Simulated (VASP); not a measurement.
Input of a VASP 6.6.1 run:

INCAR

```
ALGO = Normal ; EDIFF = 1E-6
ENCUT = 520 ; GGA = PE
ISIF = 2 ; ISMEAR = 0
LASPH = T ; LCHARG = T
LELF = T ; LREAL = F
LVHAR = T ; LWAVE = F
NBANDS = 13 ; NELM = 80
PREC = Accurate ; SIGMA = 0.2
```

The input KPOINTS:

```
k-points
0
Gamma
  11 11 11
```

POSCAR

```
O
1.0
    1.4233490221      0.8217709410      3.4083000000
   -1.4233490221      0.8217709410      3.4083000000
    0.0000000000     -1.6435418821      3.4083000000
O
2
Direct
    0.0577000000      0.0577000000      0.0577000000
    0.9423000000      0.9423000000      0.9423000000
```

Potentials or basis: VASP PAW PBE potentials, release 64 (O).

Launch:

```sh
$ cat potpaw_PBE.64/O/POTCAR > POTCAR
$ mpirun -np 1 vasp_std > vasp.out
```

Problem. Predict the band gap on the k mesh.

Solution. Zero (band 6 reaches 1.23 eV, above the bottom of band 7 at 0.03 eV).

Problem. What does it give for the largest force?

Solution. 4.304 eV/Å.

Forces in eV/Å, atoms in the order of the input:
```
O    0.000  0.000  4.304
O    0.000  0.000 -4.304
```

Caveat: the standard files for N, O and F lose accuracy on very short bonds; spin is off for a triplet molecule; forces of over 1 eV/Å act on the atoms, so gaps and moduli don't describe the material at rest.
